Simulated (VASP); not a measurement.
Sn3Se:

```
Sn Se
1.0
     0.00000    3.80636    3.80636
     3.80636    0.00000    3.80636
     3.80636    3.80636    0.00000
Sn Se
3 1
Direct
  0.50000 0.50000 0.50000
  0.75000 0.75000 0.75000
  0.25000 0.25000 0.25000
  0.00000 0.00000 0.00000
```

Base run:

- Program: VASP 6.6.1
- Functional: r2SCAN
- Potentials or basis: VASP PAW PBE potentials, release 64 (Sn_d, Se)
- Cutoff: 520 eV
- k mesh: 6 × 6 × 6
- Occupations: fermi-dirac, width 0.05 eV
- Spin: no spin polarisation

Its results: band gap on the k mesh zero (band 24 reaches 6.99 eV, above the bottom of band 25 at 5.32 eV); pressure -3.8 GPa.

After a change of settings the same cell gave: band gap on the k mesh zero (band 24 reaches 7.13 eV, above the bottom of band 25 at 5.41 eV); pressure -2.7 GPa. Which change was it?
A. functional from r2SCAN to PBEsol; further incar settings from ALGO = Normal; EDIFF = 1e-06; NBANDS = 32 to ALGO = Normal; EDIFF = 1e-07; NBANDS = 32
B. functional from r2SCAN to LDA; potentials or basis from VASP PAW PBE potentials, release 64 (Sn_d, Se) to VASP PAW LDA potentials, release 64 (Sn_d, Se)
C. functional from r2SCAN to PBE

C.

Caveats: spin-orbit coupling is left out, which moves the levels of the heavy elements; the PAW data sets were made with another functional, which shifts forces and pressure a little (some runs).
